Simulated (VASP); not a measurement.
# Hf2B (P-3m1) in VASP: single point with PBE

Aim: the single point of Hf2B with PBE.

All numbers are computed with VASP 6.6.1; they aren't measurements. Logs are shortened: lines on timing, memory, paths and dates and some standing lists are left out, and cuts for length are marked.

## Step 1: The cell of the first run

The structure is trigonal, space group P-3m1 (No. 164). The conventional cell has a = 3.170 Å, b = 3.170 Å, c = 11.333 Å, α = 90.00°, β = 90.00°, γ = 120.00°. Hf (site symmetry 3m) has 6 B at 2.50 to 2.51 Å and 10 Hf at 3.17 to 3.42 Å within 3.5 Å. Within 4.1 Å of Hf (site symmetry 3m) lie 12 Hf at 3.12 to 3.26 Å. B (site symmetry 3m) has 3 B at 1.83 Å within 2.4 Å.

## Step 2: Single point, PBE

Contents of POSCAR:

```
Hf2B
1.0
    3.1699944049      0.0000000000      0.0000000000
   -1.5849972025      2.7452956845      0.0000000000
    0.0000000000      0.0000000000     11.3329820358
Hf B
4 2
Direct
    0.0000000000      0.0000000000      0.1511012290
    0.0000000000      0.0000000000      0.8488987710
    0.3333333333      0.6666666667      0.3887028186
    0.6666666667      0.3333333333      0.6112971814
    0.3333333333      0.6666666667      0.9994615067
    0.6666666667      0.3333333333      0.0005384933
```

Contents of INCAR.step1:

```
SYSTEM = Hf2B
ALGO = Fast
EDIFF = 1E-6
ENCUT = 520
GGA = PE
ISIF = 2
ISMEAR = 0
LASPH = .True.
LCHARG = .True.
LMAXMIX = 4
LREAL = .False.
LWAVE = .False.
NBANDS = 32
NELM = 80
PREC = Accurate
SIGMA = 0.1
```

Contents of KPOINTS.step1:

```
k-points
0
Gamma
  12 12 4
  0 0 0
```

Contents of INCAR.step2:

```
SYSTEM = Hf2B
ALGO = Fast
EDIFF = 1E-6
ENCUT = 520
GGA = PE
ICHARG = 11
ISIF = 2
ISMEAR = -5
LASPH = .True.
LCHARG = .False.
LMAXMIX = 4
LORBIT = 11
LREAL = .False.
LWAVE = .False.
NEDOS = 2001
NELM = 80
PREC = Accurate
SIGMA = 0.1
```

Contents of KPOINTS.step2:

```
k-points
0
Gamma
  18 18 6
  0 0 0
```

Potentials or basis: VASP PAW PBE potentials, release 64 (Hf_pv, B).

Started as:

```
$ cat potpaw_PBE.64/Hf_pv/POTCAR potpaw_PBE.64/B/POTCAR > POTCAR
$ cp INCAR.step1 INCAR
$ cp KPOINTS.step1 KPOINTS
$ mpirun -np 1 vasp_std > vasp.out
$ cp INCAR.step2 INCAR
$ cp KPOINTS.step2 KPOINTS
$ mpirun -np 1 vasp_std > vasp.out
```

OUTCAR:

```text
SYSTEM = Hf2B
   EDIFF = 1E-6
   ENCUT = 520
   GGA = PE
   ICHARG = 11
   ISIF = 2
   ISMEAR = -5
   LASPH = .True.
   LORBIT = 11
   LREAL = .False.
   NELM = 80
   PREC = Accurate

 ion  position               nearest neighbor table
   1  0.000  0.000  0.151-   6 2.50   6 2.50   6 2.50   5 2.51   5 2.51   5 2.51   3 3.26   3 3.26
                             3 3.26   2 3.42
   2  0.000  0.000  0.849-   5 2.50   5 2.50   5 2.50   6 2.51   6 2.51   6 2.51   4 3.26   4 3.26
                             4 3.26   1 3.42
   3  0.333  0.667  0.389-   4 3.12   4 3.12   4 3.12   1 3.26   1 3.26   1 3.26
   4  0.667  0.333  0.611-   3 3.12   3 3.12   3 3.12   2 3.26   2 3.26   2 3.26
   5  0.333  0.667  0.999-   6 1.83   6 1.83   6 1.83   2 2.50   2 2.50   2 2.50   1 2.51   1 2.51
                             1 2.51
   6  0.667  0.333  0.001-   5 1.83   5 1.83   5 1.83   1 2.50   1 2.50   1 2.50   2 2.51   2 2.51
                             2 2.51

  LATTYP: Found a hexagonal cell.
 ALAT       =     3.1699944049
 C/A-ratio  =     3.5750795075

  Lattice vectors:

 A1 = (   3.1699944049,   0.0000000000,   0.0000000000)
 A2 = (  -1.5849972025,   2.7452956845,   0.0000000000)
 A3 = (   0.0000000000,   0.0000000000,  11.3329820358)

Analysis of symmetry for initial positions (statically):
=====================================================================
 Subroutine PRICEL returns:
 Original cell was already a primitive cell.

 Routine SETGRP: Setting up the symmetry group for a
 hexagonal supercell.

 Subroutine GETGRP returns: Found 12 space group operations
 (whereof 12 operations were pure point group operations)
 out of a pool of 24 trial point group operations.

The static configuration has the point symmetry D_3d.

Analysis of symmetry for dynamics (positions and initial velocities):
=====================================================================
 Subroutine PRICEL returns:
 Original cell was already a primitive cell.

 Routine SETGRP: Setting up the symmetry group for a
 hexagonal supercell.

 Subroutine GETGRP returns: Found 12 space group operations
 (whereof 12 operations were pure point group operations)
 out of a pool of 24 trial point group operations.

The dynamic configuration has the point symmetry D_3d.

 Subroutine INISYM returns: Found 12 space group operations
 (whereof 12 operations are pure point group operations),
 and found     1 'primitive' translations

[... 115 lines left out ...]
   NELECT =      46.0000    total number of electrons
   NUPDOWN=      -1.0000    fix difference up-down
   EMIN   =  10.00;   EMAX   =-10.00  energy-range for DOS
   EFERMI =   0.00;   METHOD = LEGACY
   ISMEAR =    -5;   SIGMA  =   0.10  broadening in eV -4-tet -1-fermi 0-gaus
   EFERMI_NEDOS =   21; number of points for ismear=-14 and -15
   IALGO  =     68    algorithm
   IMIX   =      4    mixing-type and parameters
     AMIX     =   0.40;   BMIX     =  1.00
     AMIX_MAG =   1.60;   BMIX_MAG =  1.00
  volume/ion in A,a.u.               =      16.44       110.93
  Fermi-wavevector in a.u.,A,eV,Ry     =   1.269590  2.399177 21.930671  1.611859
  Thomas-Fermi vector in A             =   2.402623
   LORBIT       =     11    0 simple, 1 ext, 2 COOP (PROOUT), +10 PAW based schemes
   GGA     = PE    functional components
   LHFCALC =     F    Hartree Fock is set to
   AEXX    =    0.0000 exact exchange contribution
   IVDW    =     0    specifies the selected vdW correction
   LEPSILON=     F    determine dielectric tensor
   LRPA    =     F    only Hartree local field effects (RPA)
 non-spin polarized calculation
 RMM-DIIS sequential band-by-band and
 Fermi weights with tetrahedron method with Bloechl corrections
  energy-cutoff  :      520.00
  volume of cell :       98.63
 maximum number of plane-waves:      2680

 number of electron      46.0000001 magnetization

 Free energy of the ion-electron system (eV)
  ---------------------------------------------------
  ext. energy  EPLUGINS =         0.00000000
  ---------------------------------------------------
  free energy    TOTEN  =       -55.91325571 eV

  energy without entropy =      -55.91325571  energy(sigma->0) =      -55.91325571

 E-fermi :   5.3246     XC(G=0): -11.5996

 val. band max:        5.3451279190   @ k =   0.4444   0.0556   0.0000
 cond. band min:       5.2985653690   @ k =   0.2222   0.2222   0.0000
 fundamental gap:     -0.0465625500
 Fermi energy:         5.3245661234

 k-point     1 :       0.0000    0.0000    0.0000
  band No.  band energies     occupation
      1     -25.4449      2.00000
      2     -25.1243      2.00000
      3     -25.0795      2.00000
      4     -24.8028      2.00000
      5     -24.8028      2.00000
      6     -24.7898      2.00000
[... 709 lines left out ...]
     26       6.4616      0.00000
     27       7.0718      0.00000

 [... further k-points ...]

------------------------ aborting loop because EDIFF is reached ----------------------------------------

  FORCE on cell =-STRESS in cart. coord.  units (eV):
  Direction    XX          YY          ZZ          XY          YZ          ZX
  --------------------------------------------------------------------------------------
  -------------------------------------------------------------------------------------
  Total       -0.3809901     -0.3809901     -0.2596465      0.0000000     -0.0000000      0.0000000
  in kB       -6.1891713     -6.1891713     -4.2179477      0.0000000     -0.0000000      0.0000000
  external PRESSURE =      -5.5320968 kB  Pullay stress =       0.0000000 kB

 VOLUME and BASIS-vectors are now :
 -----------------------------------------------------------------------------
  energy-cutoff  :      520.00
  volume of cell :       98.63
      direct lattice vectors                 reciprocal lattice vectors
     3.169994405  0.000000000  0.000000000     0.315457970  0.182129744  0.000000000
    -1.584997203  2.745295684  0.000000000     0.000000000  0.364259488  0.000000000
     0.000000000  0.000000000 11.332982036     0.000000000  0.000000000  0.088238029

 POSITION                                       TOTAL-FORCE (eV/Angst)
 -----------------------------------------------------------------------------------
      0.00000      0.00000      1.71243         0.000000     -0.000000     -0.034472
      0.00000      0.00000      9.62055         0.000000      0.000000      0.034472
     -0.00000      1.83020      4.40516         0.000000     -0.000000      0.029833
      1.58500      0.91510      6.92782        -0.000000      0.000000     -0.029833
     -0.00000      1.83020     11.32688        -0.000000      0.000000      0.007537
      1.58500      0.91510      0.00610         0.000000     -0.000000     -0.007537
 -----------------------------------------------------------------------------------
    total drift:                               -0.000000      0.000000      0.000000

  FREE ENERGIE OF THE ION-ELECTRON SYSTEM (eV)
  ---------------------------------------------------
  free  energy   TOTEN  =       -55.9132557069 eV

  energy  without entropy=      -55.9132557069  energy(sigma->0) =      -55.91325571

 total charge

# of ion       s       p       d       tot
------------------------------------------
    1        0.331   6.505   1.655   8.492
    2        0.331   6.505   1.655   8.492
    3        0.390   6.399   1.516   8.305
    4        0.390   6.399   1.516   8.305
    5        0.662   1.259   0.000   1.921
    6        0.662   1.259   0.000   1.921
--------------------------------------------------
tot          2.768  28.324   6.344  37.436
```

OSZICAR.step1:

```text
N       E                     dE             d eps       ncg     rms          rms(c)
DAV:   1     0.176673435449E+03    0.17667E+03   -0.24880E+04  4432   0.138E+03
DAV:   2    -0.495286632584E+02   -0.22620E+03   -0.21496E+03  5160   0.337E+02
DAV:   3    -0.608157260473E+02   -0.11287E+02   -0.10747E+02  5984   0.488E+01
DAV:   4    -0.610016074383E+02   -0.18588E+00   -0.18484E+00  5584   0.633E+00
DAV:   5    -0.610052235666E+02   -0.36161E-02   -0.36131E-02  5712   0.776E-01    0.904E+01
RMM:   6    -0.568492232328E+02    0.41560E+01   -0.11035E+01  5112   0.105E+01    0.701E+01
RMM:   7    -0.627276407960E+02   -0.58784E+01   -0.12056E+01  5921   0.111E+01    0.465E+01
RMM:   8    -0.560093872203E+02    0.67183E+01   -0.39974E+00  5174   0.690E+00    0.930E+00
RMM:   9    -0.559525430868E+02    0.56844E-01   -0.68768E-01  5965   0.309E+00    0.570E+00
RMM:  10    -0.559239063430E+02    0.28637E-01   -0.22481E-01  6295   0.156E+00    0.863E-01
RMM:  11    -0.559236883648E+02    0.21798E-03   -0.37970E-02  6092   0.653E-01    0.954E-01
RMM:  12    -0.559242772616E+02   -0.58890E-03   -0.78889E-03  6589   0.259E-01    0.877E-01
RMM:  13    -0.559234102112E+02    0.86705E-03   -0.10016E-03  5665   0.136E-01    0.272E-01
RMM:  14    -0.559234018038E+02    0.84075E-05   -0.52446E-04  5924   0.106E-01    0.928E-02
RMM:  15    -0.559233950083E+02    0.67955E-05   -0.83711E-05  6234   0.440E-02    0.454E-02
RMM:  16    -0.559233943671E+02    0.64125E-06   -0.15004E-05  6065   0.191E-02    0.135E-02
RMM:  17    -0.559233930653E+02    0.13017E-05   -0.36083E-06  4671   0.792E-03    0.803E-03
RMM:  18    -0.559233930526E+02    0.12778E-07   -0.91876E-07  3653   0.400E-03
   1 F= -.55923393E+02 E0= -.55910566E+02  d E =-.256535E-01
```

Run time: 8.3 min. Hardware: 1 thread of Intel Xeon Platinum 8375C at 2.90GHz (Ice Lake), shared host; peak memory 0.52 GiB.

What came out:

| Quantity | Value |
| --- | --- |
| Valence electrons inside the program's atomic spheres | Hf 8.49, 8.30 (each value once); B 1.92 |

Levels at points of the mesh, in eV from the Fermi level:
| k point | band 19 | band 20 | band 21 | band 22 | band 23 | band 24 | band 25 | band 26 | band 27 |
| --- | --- | --- | --- | --- | --- | --- | --- | --- | --- |
| (0.00, 0.00, 0.00) | -1.96 | -0.77 | -0.06 | 0.98 | 1.24 | 1.25 | 1.50 | 1.60 | 1.71 |
| (0.50, 0.00, 0.00) | -2.63 | -2.00 | -1.59 | -1.01 | 0.03 | 0.14 | 0.71 | 1.59 | 1.77 |
| (0.00, 0.00, 0.50) | -1.96 | -0.43 | -0.21 | 0.68 | 1.27 | 1.28 | 1.46 | 1.49 | 1.55 |
| (0.50, 0.00, 0.50) | -2.82 | -1.89 | -1.82 | -1.01 | 0.04 | 0.41 | 0.67 | 1.56 | 1.57 |

Caveat: spin-orbit coupling is left out, which moves the levels of the heavy elements; tetrahedron occupations give inexact forces and stress in metals.
